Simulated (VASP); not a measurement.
Here is a VASP 6.6.1 calculation.

INCAR

```
SYSTEM = Na2ZnF4
PREC     = Accurate       ! precision mode
ENCUT    = 600            ! plane-wave cutoff, eV
EDIFF    = 1E-7           ! SCF threshold, eV
ISMEAR   = -1             ! smearing method
SIGMA    = 0.03           ! smearing width, eV
LREAL    = .FALSE.        ! projectors in reciprocal space
LASPH    = .TRUE.         ! aspherical terms in the spheres
NELM     = 80             ! most SCF steps
ALGO     = Normal         ! electronic algorithm
ISIF     = 3              ! what is computed and relaxed
LWAVE    = .FALSE.        ! write WAVECAR
LCHARG   = .FALSE.        ! write CHGCAR
GGA      = PS             ! functional
IBRION   = 2              ! ionic algorithm
NSW      = 100            ! ionic steps
EDIFFG   = -0.01          ! ionic threshold
```

Contents of KPOINTS:

```
Automatic mesh
0
G
  6 6 6
  0 0 0
```

File POSCAR:

```
Na2ZnF4
1.0
   -2.2865949000      2.2865949000      4.4635358100
    2.2865949000     -2.2865949000      4.4635358100
    2.2865949000      2.2865949000     -4.4635358100
Na Zn F
2 1 4
Direct
    0.5000000000      0.5000000000      0.0000000000
    0.2500000000      0.7500000000      0.5000000000
    0.0000000000      0.0000000000      0.0000000000
    0.1278570100      0.1273867400      0.5134432200
    0.6139435200      0.6144137900      0.4865567800
    0.3855862100      0.8721429900      0.9995297300
    0.8726132600      0.3860564800      0.0004702700
```

Potentials or basis: VASP PAW PBE potentials, release 64 (Na_pv, Zn, F).

Run with:

```sh
$ cat potpaw_PBE.64/Na_pv/POTCAR potpaw_PBE.64/Zn/POTCAR potpaw_PBE.64/F/POTCAR > POTCAR
$ mpirun -np 1 vasp_std > vasp.out
```

(1) Estimate the relaxed cell.

(2) Predict the space group after relaxing (to 0.1 Å).

(3) Estimate the relaxed volume.

Answers

(1) a = 6.216 Å, b = 6.216 Å, c = 6.216 Å, α = 132.83°, β = 132.83°, γ = 68.92°.

(2) I-4 (No. 82).

(3) 18.11 Å³/atom.

Caveat: the volume moved by over 15 % at a fixed basis, so the end points are rough; the PAW data sets were made with another functional, which shifts forces and pressure a little.
